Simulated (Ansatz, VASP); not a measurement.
## Ru: VASP beside Ansatz

```
Ru
1.0
    -1.51625    1.51625    1.51625
     1.51625   -1.51625    1.51625
     1.51625    1.51625   -1.51625
Ru
1
Direct
  0.00000 0.00000 0.00000
```

Alike in both runs: functional r2SCAN; k mesh 15 × 15 × 15; occupations fermi-dirac, width 0.1 eV; no spin polarisation.

Ansatz relaxed the structure, and its values are those at the end. VASP's run is a single point on that final structure, the one shown.

|  | VASP | Ansatz |
| --- | --- | --- |
| version | VASP 6.6.1 | Ansatz 0.2.0 |
| potentials or method | VASP PAW PBE potentials, release 64 (Ru_pv), cutoff 520 eV | plane waves (500 eV) with PAW, scalar-relativistic |
| valence electrons in the cell | 14 | 16 |

```tsv
	VASP	Ansatz	Ansatz less VASP
pressure (GPa)	1.4	0.0	-1.38
```

VASP's potentials were made for PBE, not for r2SCAN. VASP's potentials hold 14 valence electrons a cell and Ansatz's 16, so a difference there can come from the potentials and not from the codes.
